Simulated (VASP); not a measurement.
A run of VASP 6.6.1:

Contents of INCAR:

```
SYSTEM = Si4N
ALGO = Normal ; DIPOL = 0.5 0.5 0.327
EDIFF = 1E-6 ; ENCUT = 520
GGA = PE ; IDIPOL = 3
ISIF = 2 ; ISMEAR = 0
ISPIN = 2 ; IVDW = 12
LASPH = .TRUE. ; LCHARG = .FALSE.
LDIPOL = .TRUE. ; LORBIT = 11
LREAL = .FALSE. ; LWAVE = .FALSE.
MAGMOM = 0 0 0 0 3 ; NBANDS = 22
NELM = 150 ; PREC = Accurate
SIGMA = 0.05
```

The input KPOINTS:

```
k-points
0
G
  7 7 1
  0 0 0
```

Contents of POSCAR:

```
Si4N
1.0
    3.8333442755      0.0000000000      0.0000000000
    0.0000000000      3.8333442755      0.0000000000
    0.0000000000      0.0000000000     21.1034818114
Si N
4 1
Direct
    0.0000000000      0.5000000000      0.1895421825
    0.0000000000      0.0000000000      0.2537634269
    0.5000000000      0.0000000000      0.3207061922
    0.5000000000      0.5000000000      0.3839879070
    0.6250000000      0.6250000000      0.4882361074
```

Potentials or basis: VASP PAW PBE potentials, release 64 (Si, N).

Run with:

```console
$ cat potpaw_PBE.64/Si/POTCAR potpaw_PBE.64/N/POTCAR > POTCAR
$ mpirun -np 1 vasp_std > vasp.out
```

Hardware: 1 thread of Intel(R) Xeon(R) 6975P-C (Granite Rapids) (shared host).

Estimate the wall time of this run.

Run time: 5.8 min on 1 thread of Intel(R) Xeon(R) 6975P-C (Granite Rapids), with other jobs on the host, peak memory 0.63 GiB. Counts: scf iterations 28, k points 25.
